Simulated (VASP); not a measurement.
Runs of VASP 6.6.1 on Ge2SbO3. The structure is that of space group P6/mmm (No. 191), or close to it. The cells are those of the table. The cell was generated, and may not be a known phase.

```tsv
task	cell	k mesh	cutoff (eV)	gap on the mesh (eV)	pressure (GPa)	relaxed volume (Å³/atom)
single point	a = 4.713, b = 4.713, c = 5.901 Å, angles 90.0, 90.0, 120.0°, 6 atoms	6 × 6 × 4	520	none	148.7	-
relaxation of cell and atoms	relaxed from a = 4.713, b = 4.713, c = 5.901 Å, angles 90.0, 90.0, 120.0°, 6 atoms	6 × 6 × 4	600	none	0.0	(a)
single point	a = 6.429, b = 6.429, c = 2.964 Å, angles 90.0, 90.0, 120.0°, 6 atoms	6 × 6 × 12	520	none	0.0	-
relaxation of cell and atoms	relaxed from a = 6.440, b = 6.440, c = 3.037 Å, angles 90.0, 90.0, 120.0°, 6 atoms	6 × 6 × 12	600	none	0.0	17.62
single point	a = 6.440, b = 6.440, c = 3.037 Å, angles 90.0, 90.0, 120.0°, 6 atoms	3 × 3 × 6	520	none	0.1	-
relaxation of cell and atoms	relaxed from a = 6.455, b = 6.455, c = 2.883 Å, angles 90.0, 90.0, 120.0°, 6 atoms	3 × 3 × 6	600	none	0.1	(b)
single point	a = 6.455, b = 6.455, c = 2.883 Å, angles 90.0, 90.0, 120.0°, 6 atoms	6 × 6 × 4	520	none	-0.2	-
```

Alike in all rows: level PBE; potentials or basis VASP PAW PBE potentials, release 64 (Ge_d, Sb, O); no spin polarisation; smearing gaussian 0.1 eV.

**Question.** Estimate the missing entries.

**Answer.** (a) 16.63; (b) 18.20.

Caveats: some runs use coarse meshes; spin-orbit coupling is left out, which moves the levels of the heavy elements; an odd number of electrons without spin polarisation forces a metal; a magnetic or distorted state may lie lower; the stress differs along the axes, from -1 to 223 GPa (at least some runs); the relaxation moved the vacuum too, so the length across it says nothing of the material (at least some runs); a cell axis changed by over 15 % at a fixed basis, so the end point is rough (at least some runs).

A k mesh can miss the band edges, and the runs leave out spin-orbit coupling on Ge, Sb.

A gap of «none» marks levels without a gap at the run's occupations.
